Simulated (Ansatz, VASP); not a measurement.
YSe in VASP and in Ansatz

Contents of INCAR:

```
ALGO     = Normal         # electronic algorithm
EDIFF    = 1E-6           # SCF threshold, eV
ENCUT    = 520            # plane-wave cutoff, eV
GGA      = CA             # functional
ISIF     = 2              # what is computed and relaxed
ISMEAR   = 0              # smearing method
LASPH    = T              # aspherical terms in the spheres
LCHARG   = F              # write CHGCAR
LREAL    = F              # projectors in reciprocal space
LWAVE    = F              # write WAVECAR
NBANDS   = 16             # bands
NELM     = 80             # most SCF steps
PREC     = Accurate       # precision mode
SIGMA    = 0.15           # smearing width, eV
```

KPOINTS

```
k-points
0
Gamma
  14 14 14
```

The input POSCAR:

```
YSe
1.0
    0.0000000000      2.7312500000      2.7312500000
    2.7312500000      0.0000000000      2.7312500000
    2.7312500000      2.7312500000      0.0000000000
Y Se
1 1
Direct
    0.0000000000      0.0000000000      0.0000000000
    0.5000000000      0.5000000000      0.5000000000
```

Input for Ansatz:

```yaml
crystal:
  lattice:
    - [0.0, 2.73125, 2.73125]
    - [2.73125, 0.0, 2.73125]
    - [2.73125, 2.73125, 0.0]
  atoms:
    - { symbol: "Y", position: [0.0, 0.0, 0.0] }
    - { symbol: Se, position: [0.5, 0.5, 0.5] }
basis:
  ecutwfc: 420
kpoints:
  mp_grid: { grid: [14, 14, 14] }
hamiltonian:
  xc: lda
scf:
  occupations: { method: gaussian, width: 0.15 }
output:
  forces: true
  stress: true
  eigenvalues: true
```

Change from the starting cell: strain -0.050 along x and y, -0.050 along z, atoms carried along.

Alike in both runs: task single point; functional LDA; k mesh 14 × 14 × 14; occupations gaussian, width 0.15 eV; no spin polarisation.

|  | VASP | Ansatz |
| --- | --- | --- |
| version | VASP 6.6.1 | Ansatz 0.2.0 |
| potentials or method | VASP PAW LDA potentials, release 64 (Y_sv, Se), cutoff 520 eV | scalar-relativistic, plane waves, PAW |
| valence electrons in the cell | 17 | 27 |

|  | VASP | Ansatz | Ansatz less VASP |
| --- | --- | --- | --- |
| gap on the k mesh at the Fermi level (eV) | none | none | - |
| pressure (GPa) | 11.5 | 11.2 | -0.27 |

LDA's correlation is that of Perdew and Zunger in VASP and of Perdew and Wang (1992) in Ansatz. A gap of «none» marks a metal or a gap that the smearing closes. VASP's potentials hold 17 valence electrons a cell and Ansatz's 27, so a difference there can come from the potentials and not from the codes.
